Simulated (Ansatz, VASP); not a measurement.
Two plane-wave programs on Rb

File INCAR:

```
PREC = Accurate
ENCUT = 520
EDIFF = 1E-7
ISMEAR = 0
SIGMA = 0.15
LREAL = False
LASPH = True
NELM = 60
ALGO = Fast
ISIF = 2
LWAVE = False
LCHARG = True
GGA = PE
IVDW = 12
LELF = True
LVHAR = True
NBANDS = 16
```

KPOINTS

```
Automatic mesh
0
Gamma
  10 10 6
```

POSCAR

```
Rb
1.0
    2.8451095518     -4.3297492603      0.0000000000
    2.8451095518      4.3297492603      0.0000000000
    0.0000000000      0.0000000000      8.9275798158
Rb
2
Direct
    0.8359965595      0.1640034405      0.7500000000
    0.1640034405      0.8359965595      0.2500000000
```

Input for Ansatz:

```yaml
crystal:
  lattice:
    - [2.8451095518, -4.3297492603, 0.0]
    - [2.8451095518, 4.3297492603, 0.0]
    - [0.0, 0.0, 8.9275798158]
  atoms:
    - { symbol: Rb, position: [0.8359965595, 0.1640034405, 0.75] }
    - { symbol: Rb, position: [0.1640034405, 0.8359965595, 0.25] }
basis:
  ecutwfc: 420
kpoints:
  mp_grid: { grid: [10, 10, 6] }
hamiltonian:
  xc: pbe
  dispersion: d3bj
scf:
  occupations: { method: gaussian, width: 0.15 }
output:
  forces: true
  stress: true
  eigenvalues: true
```

Change from the starting cell: normal strain along x +0.1500, normal strain along z +0.1100.

Alike in both runs: task single point; functional PBE; dispersion D3(BJ); k mesh 10 × 10 × 6; occupations gaussian, width 0.15 eV; no spin polarisation.

|  | VASP | Ansatz |
| --- | --- | --- |
| version | VASP 6.6.1 | Ansatz 0.2.0 |
| potentials or method | VASP PAW PBE potentials, release 64 (Rb_sv), cutoff 520 eV | scalar-relativistic, plane waves, PAW |
| valence electrons in the cell | 18 | 18 |

|  | VASP | Ansatz | Ansatz less VASP |
| --- | --- | --- | --- |
| gap on the k mesh at the Fermi level (eV) | none | none | - |
| pressure (GPa) | -0.5 | -0.5 | 0.00 |
| traceless stress, the component that is largest in VASP (GPa) | 0.13 | 0.13 | 0.000 |
| rms of the force components (eV/Å) | 0.010 | 0.010 | +0.0001 |

Atom by atom the forces differ by 0.000 eV/Å (rms over components). A gap of «none» marks a metal or a gap that the smearing closes.
